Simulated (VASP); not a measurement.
Sn2Ge:

```
CELL_PARAMETERS angstrom
-2.85000 2.85000 4.60000
2.85000 -2.85000 4.60000
2.85000 2.85000 -4.60000
ATOMIC_POSITIONS crystal
Sn 0.41670 0.91670 0.50000
Sn 0.08330 0.58330 0.50000
Sn 0.66670 0.66670 0.00000
Sn 0.33330 0.33330 0.00000
Ge 0.00000 0.00000 0.00000
Ge 0.75000 0.25000 0.50000
```

| Property | Result |
| --- | --- |
| Program | VASP 6.6.1 |
| Task | relaxation of cell and atoms |
| Functional | PBE |
| Potentials or basis | VASP PAW PBE potentials, release 64 (Sn_d, Ge_d) |
| Cutoff | 600 eV |
| k mesh | 4 × 4 × 4 |
| Occupations | gaussian, width 0.2 eV |
| Spin | no spin polarisation |

At the start: pressure 1.2 GPa; volume 24.91 Å³/atom.

Problem. How do energy, volume and symmetry change on relaxing?

Solution. Over 9 steps the energy falls by 42.7 meV/atom and the volume is 25.36 Å³/atom (+1.8 %); space group I4_1/amd (No. 141, to 0.1 Å) before and after.

Step by step:
```csv
step,energy change (eV),largest force (eV/Å),pressure (GPa),volume (Å³)
1,0.0000,0.6575,1.17,149.45
2,-0.0853,0.4747,-0.54,153.41
3,-0.1050,0.3833,-1.51,156.19
4,-0.1782,0.2975,-0.58,153.05
5,-0.2259,0.1650,1.00,148.53
6,-0.2265,0.1469,1.18,147.96
7,-0.2542,0.0107,0.42,150.40
8,-0.2550,0.0248,0.29,150.94
9,-0.2561,0.0172,-0.17,152.17
```

Final structure:
```
Sn Ge
1.0
    -2.83406    2.83406    4.73639
     2.83406   -2.83406    4.73639
     2.83406    2.83406   -4.73639
Sn Ge
4 2
Direct
  0.43919 0.93919 0.50000
  0.06081 0.56081 0.50000
  0.68919 0.68919 0.00000
  0.31081 0.31081 0.00000
  0.00000 0.00000 0.00000
  0.75000 0.25000 0.50000
```
